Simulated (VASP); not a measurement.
Here is a VASP 6.6.1 calculation.

The input INCAR:

```
PREC = Accurate
ENCUT = 520
EDIFF = 1E-7
ISMEAR = 0
SIGMA = 0.1
LREAL = False
LASPH = True
NELM = 100
ALGO = Normal
ISIF = 2
LWAVE = False
LCHARG = True
GGA = PE
LELF = True
LVHAR = True
NBANDS = 30
```

Contents of KPOINTS:

```
regular mesh
0
Gamma
  10 10 4
```

POSCAR

```
TaSi4W
1.0
    3.2536860764      0.0000000000      0.0000000000
    0.0000000000      3.2536860764      0.0000000000
    0.0000000000      0.0000000000      8.0412868367
Ta Si W
1 4 1
Direct
    0.0000000000      0.0000000000      0.0000000000
    0.5000000000      0.5000000000      0.8291877887
    0.5000000000      0.5000000000      0.1708122113
    0.0000000000      0.0000000000      0.6631360170
    0.0000000000      0.0000000000      0.3368639830
    0.5000000000      0.5000000000      0.5000000000
```

Potentials or basis: VASP PAW PBE potentials, release 64 (Ta_pv, Si, W_sv).

Run with:

```sh
$ cat potpaw_PBE.64/Ta_pv/POTCAR potpaw_PBE.64/Si/POTCAR potpaw_PBE.64/W_sv/POTCAR > POTCAR
$ mpirun -np 1 vasp_std > vasp.out
```

Question: Predict the pressure.

Answer: 0.1 GPa.

Question: What does it give for the band gap on the k mesh?

Answer: Zero (an odd number of electrons rules out a gap without spin polarisation).

Forces on the atoms (eV/Å):
```
Ta   0.000  0.000  0.000
Si   0.000  0.000  0.000
Si   0.000  0.000  0.000
Si   0.000  0.000 -0.002
Si   0.000  0.000  0.002
W    0.000  0.000  0.000
```

Caveat: spin-orbit coupling is left out, which moves the levels of the heavy elements.
